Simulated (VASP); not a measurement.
# Zr (P6_3/mmc) in VASP: notebook

The runs below take Zr through single point, with PBE.

Program: VASP 6.6.1. These are calculated values, not measurements. Logs are shortened: lines on timing, memory, paths and dates and some standing lists are left out, and cuts for length are marked.

### Step 1. The cell of the first run

The structure is hexagonal, space group P6_3/mmc (No. 194). Conventional cell: a = 3.232 Å, b = 3.232 Å, c = 4.993 Å, α = 90.00°, β = 90.00°, γ = 120.00°. Within 4.1 Å of Zr (site symmetry -6m2) lie 12 Zr at 3.12 to 3.23 Å.

### Step 2. Single point, PBE (strain +0.000 along x and y, -0.030 along z)

The input, INCAR:

```
SYSTEM = Zr
  ALGO = Fast
  EDIFF = 1E-6
  ENCUT = 520
  GGA = PE
  ISIF = 2
  ISMEAR = 0
  LASPH = .TRUE.
  LCHARG = .TRUE.
  LELF = .TRUE.
  LREAL = .FALSE.
  LVHAR = .TRUE.
  LWAVE = .FALSE.
  NBANDS = 19
  NELM = 60
  PREC = Accurate
  SIGMA = 0.15
```

The input, KPOINTS:

```
k-points
0
G
  18 18 10
  0 0 0
```

The input, POSCAR:

```
Zr
1.0
    3.2319982225      0.0000000000      0.0000000000
   -1.6159991112      2.7989925657      0.0000000000
    0.0000000000      0.0000000000      4.9925900000
Zr
2
Direct
    0.3333333333      0.6666666667      0.2500000000
    0.6666666667      0.3333333333      0.7500000000
```

Potentials or basis: VASP PAW PBE potentials, release 64 (Zr_sv).

Command:

```
> cat potpaw_PBE.64/Zr_sv/POTCAR > POTCAR
> mpirun -np 1 vasp_std > vasp.out
```

OUTCAR:

```text
SYSTEM = Zr
   EDIFF = 1E-6
   ENCUT = 520
   GGA = PE
   ISIF = 2
   ISMEAR = 0
   LASPH = .TRUE.
   LREAL = .FALSE.
   NELM = 60
   PREC = Accurate

 ion  position               nearest neighbor table
   1  0.333  0.667  0.250-   2 3.12   2 3.12   2 3.12   2 3.12   2 3.12   2 3.12
   2  0.667  0.333  0.750-   1 3.12   1 3.12   1 3.12   1 3.12   1 3.12   1 3.12

  LATTYP: Found a hexagonal cell.
 ALAT       =     3.2319982225
 C/A-ratio  =     1.5447378545

  Lattice vectors:

 A1 = (   3.2319982225,   0.0000000000,   0.0000000000)
 A2 = (  -1.6159991112,   2.7989925657,   0.0000000000)
 A3 = (   0.0000000000,   0.0000000000,   4.9925900000)

Analysis of symmetry for initial positions (statically):
=====================================================================
 Subroutine PRICEL returns:
 Original cell was already a primitive cell.

 Routine SETGRP: Setting up the symmetry group for a
 hexagonal supercell.

 Subroutine GETGRP returns: Found 24 space group operations
 (whereof 12 operations were pure point group operations)
 out of a pool of 24 trial point group operations.

The static configuration has the point symmetry D_3d.
 The point group associated with its full space group is D_6h.

Analysis of symmetry for dynamics (positions and initial velocities):
=====================================================================
 Subroutine PRICEL returns:
 Original cell was already a primitive cell.

 Routine SETGRP: Setting up the symmetry group for a
 hexagonal supercell.

 Subroutine GETGRP returns: Found 24 space group operations
 (whereof 12 operations were pure point group operations)
 out of a pool of 24 trial point group operations.

The dynamic configuration has the point symmetry D_3d.
 The point group associated with its full space group is D_6h.

 Subroutine INISYM returns: Found 24 space group operations
 (whereof 12 operations are pure point group operations),
 and found     1 'primitive' translations

----------------------------------------------------------------------------------------

                                     Primitive cell

  volume of cell :      45.1647

  direct lattice vectors                    reciprocal lattice vectors
     3.231998223  0.000000000  0.000000000     0.309406111  0.178635701  0.000000000
    -1.615999111  2.798992566  0.000000000     0.000000000  0.357271403  0.000000000
     0.000000000  0.000000000  4.992590000     0.000000000  0.000000000  0.200296840

  length of vectors
     3.231998223  3.231998222  4.992590000     0.357271403  0.357271403  0.200296840

  position of ions in fractional coordinates (direct lattice)
     0.333333333  0.666666667  0.250000000
     0.666666667  0.333333333  0.750000000

  ion indices of the primitive-cell ions
   primitive index   ion index
                 1           1
                 2           2

----------------------------------------------------------------------------------------

 KPOINTS: k-points

Automatic generation of k-mesh.
 Grid dimensions read from file:
 generate k-points for:   18   18   10

 Generating k-lattice:

  Cartesian coordinates                     Fractional coordinates (reciprocal lattice)
     0.017189228  0.009924206  0.000000000     0.055555556 -0.000000000  0.000000000
     0.000000000  0.019848411  0.000000000     0.000000000  0.055555556  0.000000000
     0.000000000  0.000000000  0.020029684     0.000000000  0.000000000  0.100000000

  Length of vectors
     0.019848411  0.019848411  0.020029684

  Shift w.r.t. Gamma in fractional coordinates (k-lattice)
     0.000000000  0.000000000  0.000000000

 Subroutine IBZKPT returns following result:
 ===========================================

 Found    222 irreducible k-points:

 Following reciprocal coordinates:
            Coordinates               Weight
  0.000000  0.000000  0.000000      1.000000
  0.055556  0.000000  0.000000      6.000000
  0.111111  0.000000  0.000000      6.000000
  0.166667  0.000000  0.000000      6.000000
  0.222222  0.000000  0.000000      6.000000
  0.277778  0.000000  0.000000      6.000000
[... 16 lines left out ...]
  0.333333  0.111111  0.000000     12.000000
  0.388889  0.111111  0.000000     12.000000
 [... further k-points ...]
   k-points           NKPTS =    222   k-points in BZ     NKDIM =    222   number of bands    NBANDS=     19
   number of dos      NEDOS =    301   number of ions     NIONS =      2
   total plane-waves  NPLWV =  23040
   dimension x,y,z NGX =    24 NGY =   24 NGZ =   40
   dimension x,y,z NGXF=    48 NGYF=   48 NGZF=   80
   ions per type =               2
   NGX,Y,Z   is equivalent  to a cutoff of  12.35, 12.35, 13.32 a.u.
   NGXF,Y,Z  is equivalent  to a cutoff of  24.69, 24.69, 26.64 a.u.
 SYSTEM =  Zr
   PREC   = accura    normal or accurate (medium, high low for compatibility)
   ISTART =      0    job   : 0-new  1-cont  2-samecut
   ICHARG =      2    charge: 1-file 2-atom 10-const
   ISPIN  =      1    spin polarized calculation?
   LNONCOLLINEAR =      F non collinear calculations
   LSORBIT =      F    spin-orbit coupling
   LASPH  =      T    aspherical Exc in radial PAW
   ENCUT  =  520.0 eV  38.22 Ry    6.18 a.u.   6.01  6.01  9.28*2*pi/ulx,y,z
   NELM   =     60;   NELMIN=  2; NELMDL= -5     # of ELM steps
   EDIFF  = 0.1E-05   stopping-criterion for ELM
   LREAL  =      F    real-space projection
[... 7 lines left out ...]
   TEBEG  =    0.0;   TEEND  =   0.0 temperature during run
   PSTRESS=    0.0 pullay stress
   NELECT =      24.0000    total number of electrons
   NUPDOWN=      -1.0000    fix difference up-down
   EMIN   =  10.00;   EMAX   =-10.00  energy-range for DOS
   EFERMI =   0.00;   METHOD = LEGACY
   ISMEAR =     0;   SIGMA  =   0.15  broadening in eV -4-tet -1-fermi 0-gaus
   EFERMI_NEDOS =   21; number of points for ismear=-14 and -15
   IALGO  =     68    algorithm
   IMIX   =      4    mixing-type and parameters
     AMIX     =   0.40;   BMIX     =  1.00
     AMIX_MAG =   1.60;   BMIX_MAG =  1.00
  volume/ion in A,a.u.               =      22.58       152.39
  Fermi-wavevector in a.u.,A,eV,Ry     =   1.326007  2.505789 23.923032  1.758293
  Thomas-Fermi vector in A             =   2.455425
   LORBIT       =      0    0 simple, 1 ext, 2 COOP (PROOUT), +10 PAW based schemes
   GGA     = PE    functional components
   LHFCALC =     F    Hartree Fock is set to
   AEXX    =    0.0000 exact exchange contribution
   IVDW    =     0    specifies the selected vdW correction
   LEPSILON=     F    determine dielectric tensor
   LRPA    =     F    only Hartree local field effects (RPA)
 non-spin polarized calculation
 RMM-DIIS sequential band-by-band and
 Gauss-broadening in eV      SIGMA  =   0.15
  energy-cutoff  :      520.00
  volume of cell :       45.16
 maximum number of plane-waves:      1248
   NGX = 13   NGY = 13   NGZ = 19

 number of electron      24.0000001 magnetization

 Free energy of the ion-electron system (eV)
  ---------------------------------------------------
  ext. energy  EPLUGINS =         0.00000000
  ---------------------------------------------------
  free energy    TOTEN  =       -17.02091170 eV

  energy without entropy =      -17.00001644  energy(sigma->0) =      -17.01046407

 E-fermi :   9.3515     XC(G=0): -11.2205

 val. band max:        9.3493057314   @ k =   0.3333   0.2222   0.5000
 cond. band min:       9.3562692425   @ k =   0.3333   0.3333   0.4000
 fundamental gap:      0.0069635111
 Fermi energy:         9.3514627666

 k-point     1 :       0.0000    0.0000    0.0000
  band No.  band energies     occupation
      1     -39.4552      2.00000
      2     -39.2593      2.00000
      3     -18.0673      2.00000
      4     -17.1135      2.00000
      5     -17.1135      2.00000
      6     -16.9328      2.00000
[... 11 lines left out ...]
     18      11.3068      0.00000
     19      13.8725      0.00000

 k-point     2 :       0.0556    0.0000    0.0000
  band No.  band energies     occupation
      1     -39.4514      2.00000
      2     -39.2581      2.00000
      3     -18.0569      2.00000
      4     -17.1347      2.00000
      5     -17.1210      2.00000
      6     -16.9551      2.00000
[... 11 lines left out ...]
     18      11.2272      0.00000
     19      13.9410      0.00000

 k-point     3 :       0.1111    0.0000    0.0000
  band No.  band energies     occupation
      1     -39.4403      2.00000
      2     -39.2547      2.00000
      3     -18.0261      2.00000
      4     -17.1956      2.00000
      5     -17.1421      2.00000
      6     -17.0184      2.00000
[... 11 lines left out ...]
     18      11.2395      0.00000
     19      14.1068      0.00000

 k-point     4 :       0.1667    0.0000    0.0000
  band No.  band energies     occupation
      1     -39.4229      2.00000
      2     -39.2499      2.00000
      3     -17.9768      2.00000
      4     -17.2890      2.00000
      5     -17.1734      2.00000
      6     -17.1130      2.00000
[... 11 lines left out ...]
     18      11.5998      0.00000
     19      14.3144      0.00000

 k-point     5 :       0.2222    0.0000    0.0000
  band No.  band energies     occupation
      1     -39.4007      2.00000
      2     -39.2446      2.00000
      3     -17.9119      2.00000
      4     -17.4037      2.00000
      5     -17.2252      2.00000
      6     -17.2103      2.00000
[... 11 lines left out ...]
     18      12.0812      0.00000
     19      14.5141      0.00000
[... 334 lines left out ...]
      2     -39.2391      2.00000
      3     -17.8104      2.00000
      4     -17.5188      2.00000
      5     -17.4164      2.00000
      6     -17.2288      2.00000
[... 11 lines left out ...]
     18      13.1798      0.00000
     19      14.5875      0.00000

 k-point    22 :       0.2778    0.1111    0.0000
  band No.  band energies     occupation
      1     -39.3438      2.00000
      2     -39.2373      2.00000
      3     -17.7296      2.00000
      4     -17.6264      2.00000
      5     -17.4821      2.00000
      6     -17.2879      2.00000
[... 11 lines left out ...]
     18      13.8954      0.00000
     19      14.6819      0.00000

 k-point    23 :       0.3333    0.1111    0.0000
  band No.  band energies     occupation
      1     -39.3218      2.00000
      2     -39.2381      2.00000
      3     -17.7140      2.00000
      4     -17.6503      2.00000
      5     -17.5341      2.00000
      6     -17.3359      2.00000
[... 11 lines left out ...]
     18      14.6323      0.00000
     19      14.7466      0.00000

 k-point    24 :       0.3889    0.1111    0.0000
  band No.  band energies     occupation
      1     -39.3053      2.00000
      2     -39.2407      2.00000
      3     -17.7708      2.00000
      4     -17.5857      2.00000
      5     -17.5679      2.00000
      6     -17.3668      2.00000
[... 11 lines left out ...]
     18      14.7834      0.00000
     19      15.3119      0.00000

 [... further k-points ...]

------------------------ aborting loop because EDIFF is reached ----------------------------------------

  FORCE on cell =-STRESS in cart. coord.  units (eV):
  Direction    XX          YY          ZZ          XY          YZ          ZX
  --------------------------------------------------------------------------------------
  -------------------------------------------------------------------------------------
  Total        0.6997339      0.6997339      1.7687102      0.0000000      0.0000000      0.0000000
  in kB       24.8224547     24.8224547     62.7434669      0.0000000      0.0000000      0.0000000
  external PRESSURE =      37.4627921 kB  Pullay stress =       0.0000000 kB

 VOLUME and BASIS-vectors are now :
 -----------------------------------------------------------------------------
  energy-cutoff  :      520.00
  volume of cell :       45.16
      direct lattice vectors                 reciprocal lattice vectors
     3.231998223  0.000000000  0.000000000     0.309406111  0.178635701  0.000000000
    -1.615999111  2.798992566  0.000000000     0.000000000  0.357271403  0.000000000
     0.000000000  0.000000000  4.992590000     0.000000000  0.000000000  0.200296840

 POSITION                                       TOTAL-FORCE (eV/Angst)
 -----------------------------------------------------------------------------------
     -0.00000      1.86600      1.24815        -0.000000      0.000000      0.000000
      1.61600      0.93300      3.74444         0.000000     -0.000000      0.000000
 -----------------------------------------------------------------------------------
    total drift:                                0.000000     -0.000000      0.000000

  FREE ENERGIE OF THE ION-ELECTRON SYSTEM (eV)
  ---------------------------------------------------
  free  energy   TOTEN  =       -17.0209117022 eV

  energy  without entropy=      -17.0000164433  energy(sigma->0) =      -17.01046407
```

Run time: 2.9 min. Hardware: 1 thread of Intel Xeon 6975P-C, shared host; peak memory 0.28 GiB.

Results:

| Item | Value |
| --- | --- |
| Free energy | -17.0209 eV |
| Pressure | 3.7 GPa |
| Band gap on the k mesh | zero (band 12 reaches 10.27 eV, above the bottom of band 13 at 9.07 eV) |

Stress tensor (GPa, compression positive):
```
2.48 0.00 0.00
0.00 2.48 0.00
0.00 0.00 6.27
```

Caveat: the cell differs from its parent crystal (strain +0.000 along x and y, -0.030 along z).

### Step 3. Single point, PBE (strain +0.000 along x and y, +0.030 along z)

The input, INCAR:

```
SYSTEM = Zr
  ALGO = Fast
  EDIFF = 1E-7
  ENCUT = 520
  GGA = PE
  ISIF = 2
  ISMEAR = 0
  LASPH = .True.
  LCHARG = .False.
  LREAL = .False.
  LWAVE = .False.
  NBANDS = 19
  NELM = 100
  PREC = Accurate
  SIGMA = 0.15
```

The input, KPOINTS:

```
k-points
0
Gamma
  18 18 10
  0 0 0
```

POSCAR: that of step 2 with these lines changed.

```diff
@@ -4,3 +4,3 @@
    -1.6159991112      2.7989925657      0.0000000000
-    0.0000000000      0.0000000000      4.9925900000
+    0.0000000000      0.0000000000      5.3014100000
 Zr
```

Potentials or basis: VASP PAW PBE potentials, release 64 (Zr_sv).

Command:

```
> cat potpaw_PBE.64/Zr_sv/POTCAR > POTCAR
> mpirun -np 1 vasp_std > vasp.out
```

It took 3.7 min on 1 thread of Intel Xeon 6975P-C, shared host; peak memory 0.28 GiB.

It converged, with:

| Quantity | Value |
| --- | --- |
| Free energy | -17.0385 eV |
| Pressure | -2.3 GPa |
| Band gap on the k mesh | zero (band 12 reaches 9.51 eV, above the bottom of band 13 at 8.38 eV) |

Stress tensor (GPa, compression positive):
```
-1.58  0.00  0.00
 0.00 -1.58  0.00
 0.00  0.00 -3.78
```

Levels at points of the mesh, in eV from the Fermi level:
| k point | band 9 | band 10 | band 11 | band 12 | band 13 | band 14 | band 15 | band 16 |
| --- | --- | --- | --- | --- | --- | --- | --- | --- |
| (0.00, 0.00, 0.00) | -5.59 | -2.96 | 0.78 | 0.86 | 0.92 | 0.92 | 1.52 | 1.52 |
| (0.50, 0.00, 0.00) | -2.44 | -2.44 | -2.07 | -0.16 | 0.62 | 0.74 | 1.29 | 4.91 |
| (0.00, 0.00, 0.50) | -3.98 | -3.98 | -0.06 | -0.06 | 0.88 | 0.88 | 0.88 | 0.88 |
| (0.50, 0.00, 0.50) | -2.77 | -2.77 | -1.06 | -1.06 | 1.57 | 1.57 | 2.28 | 2.28 |

Caveat: the cell differs from its parent crystal (strain +0.000 along x and y, +0.030 along z).
